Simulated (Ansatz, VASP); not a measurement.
## One calculation of Ta2N, two programs

```
Ta N
1.0
     5.26410    0.00000    0.00000
    -2.63205    4.55884    0.00000
     0.00000    0.00000    4.91260
Ta N
6 3
Cartesian
  1.7551 3.0399 3.6982
  -0.8770 1.5190 3.6982
  1.7540 0.0000 3.6982
  0.8770 1.5190 1.2144
  3.5090 3.0399 1.2144
  3.5101 0.0000 1.2144
  2.6320 1.7196 2.4563
  0.0000 3.0392 2.4563
  0.0000 0.0000 0.0000
```

Alike in both runs: task single point; functional PBEsol; k mesh 12 × 12 × 8; occupations gaussian, width 0.15 eV; no spin polarisation.

```csv
,VASP,Ansatz
version,VASP 6.6.1,Ansatz 0.2.0
potentials or method,"VASP PAW PBE potentials, release 64 (Ta_pv, N), cutoff 520 eV","scalar-relativistic, plane waves, PAW"
valence electrons in the cell,81,93
```

|  | VASP | Ansatz | Ansatz less VASP |
| --- | --- | --- | --- |
| gap on the k mesh at the Fermi level (eV) | none | none | - |
| pressure (GPa) | 2.0 | 1.4 | -0.61 |
| traceless stress, the component that is largest in VASP (GPa) | -1.42 | -1.42 | +0.001 |
| rms of the force components (eV/Å) | 0.777 | 0.765 | -0.0119 |

VASP's potentials were made for PBE, not for PBEsol. Atom by atom the forces differ by 0.015 eV/Å (rms over components). A gap of «none» marks a metal or a gap that the smearing closes. The functional is the same, so the differences come from potentials, cutoffs and numerics. VASP's potentials hold 81 valence electrons a cell and Ansatz's 93, so a difference there can come from the potentials and not from the codes.

Spin-orbit coupling is off throughout.
